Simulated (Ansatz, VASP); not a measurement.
Two plane-wave programs on Si3N4

File POSCAR:

```
Si3N4
1.0
    7.6170000000      0.0000000000      0.0000000000
   -3.8085000000      6.5965155006      0.0000000000
    0.0000000000      0.0000000000      2.9134000000
Si N
6 8
Direct
    0.1740483648      0.7679428879      0.2500000000
    0.4061054770      0.1740483648      0.7500000000
    0.2320571121      0.4061054770      0.2500000000
    0.8259516352      0.2320571121      0.7500000000
    0.5938945230      0.8259516352      0.2500000000
    0.7679428879      0.5938945230      0.7500000000
    0.3333333333      0.6666666667      0.2500000000
    0.6666666667      0.3333333333      0.7500000000
    0.3297879504      0.0300001268      0.2500000000
    0.2997878236      0.3297879504      0.7500000000
    0.9699998732      0.2997878236      0.2500000000
    0.6702120496      0.9699998732      0.7500000000
    0.7002121764      0.6702120496      0.2500000000
    0.0300001268      0.7002121764      0.7500000000
```

INCAR.step1

```
SYSTEM = Si3N4
PREC = Accurate
ENCUT = 520
ISMEAR = -1
SIGMA = 0.02
LREAL = .False.
LASPH = .True.
NELM = 60
NBANDS = 45
GGA = PE
ALGO = Normal
EDIFF = 1E-4
LWAVE = .True.
LCHARG = .False.
```

The input INCAR.step2:

```
SYSTEM = Si3N4
PREC = Accurate
ENCUT = 520
EDIFF = 1E-8
ISMEAR = -1
SIGMA = 0.02
LREAL = .False.
LASPH = .True.
NELM = 60
ALGO = Normal
ISIF = 2
LWAVE = .False.
LCHARG = .False.
METAGGA = R2SCAN
LMIXTAU = .True.
LEFG = .True.
NBANDS = 45
ISTART = 1
```

KPOINTS

```
regular mesh
0
Gamma
  4 4 9
  0 0 0
```

Input for Ansatz:

```yaml
crystal:
  lattice:
    - [7.617, 0.0, 0.0]
    - [-3.8085, 6.5965155006, 0.0]
    - [0.0, 0.0, 2.9134]
  atoms:
    - { symbol: Si, position: [0.1740483648, 0.7679428879, 0.25] }
    - { symbol: Si, position: [0.406105477, 0.1740483648, 0.75] }
    - { symbol: Si, position: [0.2320571121, 0.406105477, 0.25] }
    - { symbol: Si, position: [0.8259516352, 0.2320571121, 0.75] }
    - { symbol: Si, position: [0.593894523, 0.8259516352, 0.25] }
    - { symbol: Si, position: [0.7679428879, 0.593894523, 0.75] }
    - { symbol: "N", position: [0.3333333333, 0.6666666667, 0.25] }
    - { symbol: "N", position: [0.6666666667, 0.3333333333, 0.75] }
    - { symbol: "N", position: [0.3297879504, 0.0300001268, 0.25] }
    - { symbol: "N", position: [0.2997878236, 0.3297879504, 0.75] }
    - { symbol: "N", position: [0.9699998732, 0.2997878236, 0.25] }
    - { symbol: "N", position: [0.6702120496, 0.9699998732, 0.75] }
    - { symbol: "N", position: [0.7002121764, 0.6702120496, 0.25] }
    - { symbol: "N", position: [0.0300001268, 0.7002121764, 0.75] }
kpoints:
  mp_grid: { grid: [4, 4, 9] }
scf:
  occupations: { method: fermi_dirac, width: 0.02 }
hamiltonian:
  xc: r2scan
  pseudopotentials: { kind: paw, frozen_core: stored }
output:
  forces: true
  stress: true
  populations: true
  efg: { quadrupole_moments_barn: { "N": 0.02044 } }
```

Alike in both runs: task electric field gradients; functional r2SCAN; k mesh 4 × 4 × 9; occupations fermi-dirac, width 0.02 eV; no spin polarisation.

```csv
,VASP,Ansatz
version,VASP 6.6.1,Ansatz 0.2.0
potentials or method,"VASP PAW PBE potentials, release 64 (Si, N)","plane-wave PAW, scalar-relativistic"
plane-wave cutoff (eV),520,500
valence electrons in the cell,64,64
```

|  | VASP | Ansatz | Ansatz less VASP |
| --- | --- | --- | --- |
| gap on the k mesh at the Fermi level (eV) | 4.97 | 4.97 | +0.002 |
| pressure (GPa) | -1.8 | -2.0 | -0.21 |
| traceless stress, the component that is largest in VASP (GPa) | -0.49 | -0.48 | +0.010 |
| rms of the force components (eV/Å) | 0.024 | 0.025 | +0.0010 |
| size of Vzz on the site where it differs most (V/Å²) | 47.0 | 52.4 | +5.44 |

VASP's potentials were made for PBE, not for r2SCAN. Atom by atom the forces differ by 0.001 eV/Å (rms over components).
